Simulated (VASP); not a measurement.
# ScAl3 (Pm-3m) in VASP: a series of runs, part 2 of 4

VASP 6.6.1. The steps go on from the part before.

### Step 4. Relaxation of cell and atoms, RPBE+D3(BJ)

INCAR

```
PREC = Accurate ; ENCUT = 600
EDIFF = 1E-6 ; ISMEAR = -1
SIGMA = 0.05 ; LREAL = False
LASPH = True ; NELM = 60
ALGO = Normal ; ISIF = 3
LWAVE = False ; LCHARG = False
GGA = RP ; IVDW = 12
IBRION = 2 ; NSW = 60
EDIFFG = -0.01
```

KPOINTS

```
Automatic mesh
0
Gamma
  7 7 7
```

POSCAR

```
ScAl3
1.0
    4.0878065700      0.0000000000      0.0000000000
    0.0000000000      4.0878065700      0.0000000000
    0.0000000000      0.0000000000      4.0878065700
Sc Al
1 3
Direct
    0.0000000000      0.0000000000      0.0000000000
    0.5000000000      0.5000000000      0.0000000000
    0.0000000000      0.5000000000      0.5000000000
    0.5000000000      0.0000000000      0.5000000000
```

Potentials or basis: VASP PAW PBE potentials, release 64 (Sc_sv, Al).

Command:

```console
$ cat potpaw_PBE.64/Sc_sv/POTCAR potpaw_PBE.64/Al/POTCAR > POTCAR
$ mpirun -np 1 vasp_std > vasp.out
```

OUTCAR:

```text
PREC = Accurate
   ENCUT = 600
   EDIFF = 1E-6
   ISMEAR = -1
   LREAL = False
   LASPH = True
   NELM = 60
   ISIF = 3
   GGA = RP
   IVDW = 12
   IBRION = 2
   NSW = 60
   EDIFFG = -0.01
 IVDW          = 12

 ion  position               nearest neighbor table
   1  0.000  0.000  0.000-   2 2.89   3 2.89   4 2.89   3 2.89   4 2.89   2 2.89   3 2.89   3 2.89
                             2 2.89   4 2.89   4 2.89   2 2.89
   2  0.500  0.500  0.000-   1 2.89   3 2.89   4 2.89   3 2.89   4 2.89   1 2.89   4 2.89   4 2.89
                             1 2.89   3 2.89   3 2.89   1 2.89
   3  0.000  0.500  0.500-   1 2.89   2 2.89   4 2.89   1 2.89   2 2.89   1 2.89   4 2.89   1 2.89
                             2 2.89   4 2.89   2 2.89   4 2.89
   4  0.500  0.000  0.500-   1 2.89   2 2.89   3 2.89   1 2.89   2 2.89   2 2.89   3 2.89   2 2.89
                             1 2.89   3 2.89   1 2.89   3 2.89

  LATTYP: Found a simple cubic cell.
 ALAT       =     4.0878065700

  Lattice vectors:

 A1 = (   4.0878065700,   0.0000000000,   0.0000000000)
 A2 = (   0.0000000000,   4.0878065700,   0.0000000000)
 A3 = (   0.0000000000,   0.0000000000,   4.0878065700)

Analysis of symmetry for initial positions (statically):
=====================================================================
 Subroutine PRICEL returns:
 Original cell was already a primitive cell.

 Routine SETGRP: Setting up the symmetry group for a
 simple cubic supercell.

 Subroutine GETGRP returns: Found 48 space group operations
 (whereof 48 operations were pure point group operations)
 out of a pool of 48 trial point group operations.

The static configuration has the point symmetry O_h .

Analysis of symmetry for dynamics (positions and initial velocities):
=====================================================================
 Subroutine PRICEL returns:
 Original cell was already a primitive cell.

 Routine SETGRP: Setting up the symmetry group for a
 simple cubic supercell.

 Subroutine GETGRP returns: Found 48 space group operations
 (whereof 48 operations were pure point group operations)
 out of a pool of 48 trial point group operations.

The dynamic configuration has the point symmetry O_h .

 Subroutine INISYM returns: Found 48 space group operations
 (whereof 48 operations are pure point group operations),
 and found     1 'primitive' translations

----------------------------------------------------------------------------------------

                                     Primitive cell

  volume of cell :      68.3079

  direct lattice vectors                    reciprocal lattice vectors
     4.087806570  0.000000000  0.000000000     0.244629970  0.000000000  0.000000000
     0.000000000  4.087806570  0.000000000     0.000000000  0.244629970  0.000000000
     0.000000000  0.000000000  4.087806570     0.000000000  0.000000000  0.244629970

  length of vectors
     4.087806570  4.087806570  4.087806570     0.244629970  0.244629970  0.244629970

  position of ions in fractional coordinates (direct lattice)
     0.000000000  0.000000000  0.000000000
     0.500000000  0.500000000  0.000000000
     0.000000000  0.500000000  0.500000000
     0.500000000  0.000000000  0.500000000

  ion indices of the primitive-cell ions
   primitive index   ion index
                 1           1
                 2           2
                 3           3
                 4           4

----------------------------------------------------------------------------------------

[... 30 lines left out ...]
  0.142857  0.142857  0.000000     12.000000
  0.285714  0.142857  0.000000     24.000000
[... 12 lines left out ...]
  0.428571  0.428571  0.285714     24.000000
  0.428571  0.428571  0.428571      8.000000
   k-points           NKPTS =     20   k-points in BZ     NKDIM =     20   number of bands    NBANDS=     14
   number of dos      NEDOS =    301   number of ions     NIONS =      4
   total plane-waves  NPLWV =  46656
   dimension x,y,z NGX =    36 NGY =   36 NGZ =   36
   dimension x,y,z NGXF=    72 NGYF=   72 NGZF=   72
   ions per type =               1   3
   NGX,Y,Z   is equivalent  to a cutoff of  14.64, 14.64, 14.64 a.u.
   NGXF,Y,Z  is equivalent  to a cutoff of  29.28, 29.28, 29.28 a.u.
 SYSTEM =  unknown system
   PREC   = accura    normal or accurate (medium, high low for compatibility)
   ISTART =      0    job   : 0-new  1-cont  2-samecut
   ICHARG =      2    charge: 1-file 2-atom 10-const
   ISPIN  =      1    spin polarized calculation?
   LNONCOLLINEAR =      F non collinear calculations
   LSORBIT =      F    spin-orbit coupling
   LASPH  =      T    aspherical Exc in radial PAW
   ENCUT  =  600.0 eV  44.10 Ry    6.64 a.u.   8.16  8.16  8.16*2*pi/ulx,y,z
   NELM   =     60;   NELMIN=  2; NELMDL= -5     # of ELM steps
   EDIFF  = 0.1E-05   stopping-criterion for ELM
   LREAL  =      F    real-space projection
   EDIFFG = -.1E-01   stopping-criterion for IOM
   NSW    =     60    number of steps for IOM
   IBRION =      2    ionic relax: 0-MD 1-quasi-New 2-CG
   NFREE  =      1    steps in history (QN), initial steepest desc. (CG)
   ISIF   =      3    stress and relaxation
   ISYM   =      2    0-nonsym 1-usesym 2-fastsym
   POTIM  = 0.5000    time-step for ionic-motion
   TEBEG  =    0.0;   TEEND  =   0.0 temperature during run
   PSTRESS=    0.0 pullay stress
   NELECT =      20.0000    total number of electrons
   NUPDOWN=      -1.0000    fix difference up-down
   EMIN   =  10.00;   EMAX   =-10.00  energy-range for DOS
   EFERMI =   0.00;   METHOD = LEGACY
   ISMEAR =    -1;   SIGMA  =   0.05  broadening in eV -4-tet -1-fermi 0-gaus
   EFERMI_NEDOS =   21; number of points for ismear=-14 and -15
   IALGO  =     38    algorithm
   IMIX   =      4    mixing-type and parameters
     AMIX     =   0.40;   BMIX     =  1.00
     AMIX_MAG =   1.60;   BMIX_MAG =  1.00
  volume/ion in A,a.u.               =      17.08       115.24
  Fermi-wavevector in a.u.,A,eV,Ry     =   1.087079  2.054282 16.078563  1.181741
  Thomas-Fermi vector in A             =   2.223230
   LORBIT       =      0    0 simple, 1 ext, 2 COOP (PROOUT), +10 PAW based schemes
   GGA     = RP    functional components
   LHFCALC =     F    Hartree Fock is set to
   AEXX    =    0.0000 exact exchange contribution
   IVDW    =    12    specifies the selected vdW correction
   LEPSILON=     F    determine dielectric tensor
   LRPA    =     F    only Hartree local field effects (RPA)
 conjugate gradient relaxation of ions
 non-spin polarized calculation
  energy-cutoff  :      600.00
  volume of cell :       68.31
 maximum number of plane-waves:      2301
 NGX is ok and might be reduce to    36
   NGX = 17   NGY = 17   NGZ = 17

--------------------------------------- Ionic step        1  -------------------------------------------

 number of electron      20.0000002 magnetization

 Free energy of the ion-electron system (eV)
  ---------------------------------------------------
  ext. energy  EPLUGINS =         0.00000000
  ---------------------------------------------------
  free energy    TOTEN  =       -18.18622965 eV

  energy without entropy =      -18.17355169  energy(sigma->0) =      -18.17989067

------------------------ aborting loop because EDIFF is reached ----------------------------------------

 Edisp (eV)   -8.36217

 E8    (eV) :    -5.6838
[... 33 lines left out ...]
--------------------------------------- Ionic step        2  -------------------------------------------

 number of electron      20.0000002 magnetization

 E-fermi :  10.4554     XC(G=0): -11.6758

 val. band max:       10.4332369738   @ k =   0.4286   0.4286   0.1429
 cond. band min:      10.5113679827   @ k =   0.2857   0.2857   0.0000
 fundamental gap:      0.0781310089
 Fermi energy:        10.4553761503

 k-point     1 :       0.0000    0.0000    0.0000
  band No.  band energies     occupation
      1     -37.3565      2.00000
      2     -16.1523      2.00000
      3     -16.1523      2.00000
      4     -16.1523      2.00000
      5      -1.1061      2.00000
      6       7.4655      2.00000
      7       7.4655      2.00000
      8       8.8490      2.00000
      9       8.8490      2.00000
     10       8.8490      2.00000
     11      11.7973      0.00000
     12      12.0240      0.00000
     13      12.0240      0.00000
     14      12.0240      0.00000
[... 488 lines left out ...]
--------------------------------------- Ionic step        6  -------------------------------------------

 number of electron      20.0000001 magnetization

 Free energy of the ion-electron system (eV)
  ---------------------------------------------------
  ext. energy  EPLUGINS =         0.00000000
  ---------------------------------------------------
  free energy    TOTEN  =       -17.05405155 eV

  energy without entropy =      -17.04104908  energy(sigma->0) =      -17.04755032

 E-fermi :   9.1154     XC(G=0): -11.1283

 val. band max:        9.0903277226   @ k =   0.2857   0.0000   0.0000
 cond. band min:       9.1980694958   @ k =   0.2857   0.2857   0.0000
 fundamental gap:      0.1077417733
 Fermi energy:         9.1154217531

 k-point     1 :       0.0000    0.0000    0.0000
  band No.  band energies     occupation
      1     -39.1684      2.00000
      2     -17.8930      2.00000
      3     -17.8930      2.00000
      4     -17.8930      2.00000
      5      -1.8068      2.00000
      6       6.3552      2.00000
      7       6.3552      2.00000
      8       7.4032      2.00000
      9       7.4032      2.00000
     10       7.4032      2.00000
     11      10.4606      0.00000
     12      10.6389      0.00000
     13      10.6389      0.00000
     14      10.6389      0.00000
[... 356 lines left out ...]
  FREE ENERGIE OF THE ION-ELECTRON SYSTEM (eV)
  ---------------------------------------------------
  free  energy   TOTEN  =       -27.4306132791 eV

  energy  without entropy=      -27.4176108079  energy(sigma->0) =      -27.42411204

 reached required accuracy - stopping structural energy minimisation
```

OSZICAR:

```text
N       E                     dE             d eps       ncg     rms          rms(c)
DAV:   1     0.130040003774E+03    0.13004E+03   -0.91358E+03   560   0.145E+03
DAV:   2    -0.109197603817E+02   -0.14096E+03   -0.13836E+03   560   0.382E+02
DAV:   3    -0.190294424041E+02   -0.81097E+01   -0.78206E+01   890   0.777E+01
[... 52 lines left out ...]
DAV:   1    -0.170542845529E+02    0.14952E-01   -0.67523E-03   662   0.138E+00    0.143E-01
DAV:   2    -0.170540669244E+02    0.21763E-03   -0.13143E-03   804   0.539E-01    0.248E-02
DAV:   3    -0.170540539217E+02    0.13003E-04   -0.32430E-05   756   0.470E-02    0.147E-02
DAV:   4    -0.170540506642E+02    0.32574E-05   -0.11288E-05   770   0.357E-02    0.627E-03
DAV:   5    -0.170540515512E+02   -0.88698E-06   -0.73676E-07   328   0.116E-02
   6 F= -.27430613E+02 E0= -.27424112E+02  d E =-.894042E-04
```

Wall time 2.4 min (1 thread of Intel Xeon 8259CL, shared host); peak memory 0.24 GiB.

What came out:

```
Free energy                            : -27.4306 eV
Relaxed volume                         : 14.04 Å³/atom
Relaxed cell                           : a = 3.829 Å, b = 3.829 Å, c = 3.829 Å, α = 90.00°, β = 90.00°, γ = 90.00°
Space group after relaxing (to 0.05 Å) : Pm-3m (No. 221)
Energy gained by relaxing              : 220.6 meV/atom
Ionic steps                            : 6
Pressure after relaxing                : 0.0 GPa
Band gap on the k mesh                 : zero (band 10 reaches 10.29 eV, above the bottom of band 11 at 6.39 eV)
Dispersion energy per atom             : -2.594 eV
```

The path:
```
step  energy change (eV)  largest force (eV/Å)  pressure (GPa)  volume (Å³)
   1              0.0000                0.0000          -19.93        68.31
   2             -0.4346                0.0000           23.36        49.39
   3             -0.8821                0.0000           -0.27        56.27
   4             -0.8821                0.0000            0.28        56.04
   5             -0.8822                0.0000           -0.19        56.22
   6             -0.8822                0.0000            0.02        56.14
```

Final structure:
```yaml
crystal:
  lattice:
    - [3.82916, 0.00000, 0.00000]
    - [0.00000, 3.82916, 0.00000]
    - [0.00000, 0.00000, 3.82916]
  atoms:
    - { symbol: Sc, position: [0.00000, 0.00000, 0.00000] }
    - { symbol: Al, position: [0.50000, 0.50000, 0.00000] }
    - { symbol: Al, position: [0.00000, 0.50000, 0.50000] }
    - { symbol: Al, position: [0.50000, 0.00000, 0.50000] }
```

Levels at points of the mesh, in eV from the Fermi level:
```tsv
k point	band 8	band 9	band 10	band 11	band 12	band 13
(0.00, 0.00, 0.00)	-1.71	-1.71	-1.71	1.35	1.52	1.52
```

Caveat: the volume moved by over 15 % at a fixed basis, so the end points are rough; the PAW data sets were made with another functional, which shifts forces and pressure a little; pairwise dispersion overbinds metals, which lowers pressure and volume.

(Part 2 of 4 ends here.)
